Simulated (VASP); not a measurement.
Cd: single point with PBE

The system is Cd.

```
Cd
1.0
     0.00000    2.25415    2.25415
     2.16399    0.00000    2.25415
     2.16399    2.25415    0.00000
Cd
1
Direct
  0.00000 0.00000 0.00000
```

This cell differs from its parent crystal: normal strain along x -0.0400, normal strain along y +0.0000.

```json
{
  "Program": "VASP 6.6.1",
  "Task": "single point",
  "Functional": "PBE",
  "Potentials or basis": "VASP PAW PBE potentials, release 64 (Cd)",
  "Cutoff": "520 eV",
  "k mesh": "18 × 18 × 18",
  "Occupations": "gaussian, width 0.15 eV",
  "Spin": "no spin polarisation"
}
```

```json
{
 "Pressure": "2.1 GPa",
 "Band gap on the k mesh": "zero (bands 6 and 7 overlap by 3.18 eV)"
}
```

Stress tensor (GPa, compression positive):
```
2.75 0.00 0.00
0.00 1.71 0.00
0.00 0.00 1.71
```

Levels at points of the mesh, in eV from the Fermi level:
```csv
k point,band 4,band 5,band 6,band 7,band 8,band 9
"(0.00, 0.00, 0.00)",-8.69,-8.69,-8.58,13.93,14.92,14.95
"(0.50, 0.00, 0.00)",-8.29,-8.24,-2.25,-1.29,12.07,12.44
"(0.50, 0.50, 0.00)",-8.22,-8.13,-0.92,1.12,6.97,7.11
"(0.00, 0.50, 0.50)",-8.16,-8.16,-0.37,1.98,6.38,6.38
```

Run time: 23 s on 1 thread of Intel(R) Xeon(R) 6975P-C (Granite Rapids), with other jobs on the host, peak memory 0.23 GiB.

Caveat: the cell differs from its parent crystal (normal strain along x -0.0400, normal strain along y +0.0000).
